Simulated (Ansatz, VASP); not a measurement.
## SiO2 in VASP and in Ansatz

```
Si O
1.0
     2.68677    0.00000    0.00000
    -1.34339    2.32681    0.00000
     0.00000    0.00000    4.61651
Si O
1 2
Direct
  0.00000 0.00000 0.50000
  0.33333 0.66667 0.69837
  0.66667 0.33333 0.30163
```

Alike in both runs: functional PBE; dispersion D3(BJ); k mesh 6 × 6 × 4; occupations gaussian, width 0.1 eV; no spin polarisation.

Ansatz relaxed the structure, and its values are those at the end. VASP's run is a single point on that final structure, the one shown.

```csv
,VASP,Ansatz
version,VASP 6.6.1,Ansatz 0.2.0
potentials or method,"VASP PAW PBE potentials, release 64 (Si, O), cutoff 520 eV","scalar-relativistic, plane waves, PAW"
valence electrons in the cell,16,16
```

VASP gave:

```
gap on the k mesh at the Fermi level (eV) : 6.13
least direct gap on the mesh (eV)         : 6.40
pressure (GPa)                            : 0.4
rms of the force components (eV/Å)        : 0.005
```

Q: Which values does Ansatz return?

A: gap on the k mesh at the Fermi level (eV): 6.16; least direct gap on the mesh (eV): 6.41; pressure (GPa): -0.1; rms of the force components (eV/Å): 0.002.

Ansatz's warnings: dispersion switch in reach.

The k mesh is coarse, so the values compare programs but aren't converged.
